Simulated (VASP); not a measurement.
Set up this calculation in VASP 6.6.1, as the native input.

```yaml
Task: single point
Functional: PBE
Potentials_or_basis: VASP PAW PBE potentials, release 64 (W_sv, O)
Cutoff: 520 eV
k_mesh: 12 × 12 × 12
Occupations: fermi-dirac, width 0.0612256 eV
Spin: no spin polarisation
Dipole_correction: no
Further_INCAR_settings: ALGO = Normal; EDIFF = 1e-06; NBANDS = 57
```

The structure of W2O3 lies in POSCAR:

```
W2O3
1.0
    4.9477935926      0.0000000000      0.0000000000
    0.0000000000      4.9477935926      0.0000000000
    0.0000000000      0.0000000000      4.9477935926
W O
4 6
Direct
    0.2500000000      0.2500000000      0.2500000000
    0.7500000000      0.7500000000      0.2500000000
    0.7500000000      0.2500000000      0.7500000000
    0.2500000000      0.7500000000      0.7500000000
    0.5000000000      0.0000000000      0.0000000000
    0.0000000000      0.5000000000      0.0000000000
    0.0000000000      0.0000000000      0.5000000000
    0.5000000000      0.5000000000      0.0000000000
    0.5000000000      0.0000000000      0.5000000000
    0.0000000000      0.5000000000      0.5000000000
```

One way to write it, as run:

INCAR

```
ALGO = Normal
EDIFF = 1E-6
ENCUT = 520
GGA = PE
ISIF = 2
ISMEAR = -1
LASPH = T
LCHARG = F
LREAL = F
LWAVE = F
NBANDS = 57
NELM = 80
PREC = Accurate
SIGMA = 0.06122561905347299
```

KPOINTS

```
k-points
0
Gamma
  12 12 12
```

Potentials or basis: VASP PAW PBE potentials, release 64 (W_sv, O).

Run with:

```console
$ cat potpaw_PBE.64/W_sv/POTCAR potpaw_PBE.64/O/POTCAR > POTCAR
$ mpirun -np 1 vasp_std > vasp.out
```

Results of the run:

The pressure is -12.5 GPa and the band gap on the k mesh is zero (bands 46 and 47 overlap by 0.27 eV).

Caveat: the cell stands under tension; spin-orbit coupling is left out, which moves the levels of the heavy elements.

It took 6.6 min on 1 thread of Intel(R) Xeon(R) Platinum 8488C (Sapphire Rapids) (shared host), peak memory 0.51 GiB.
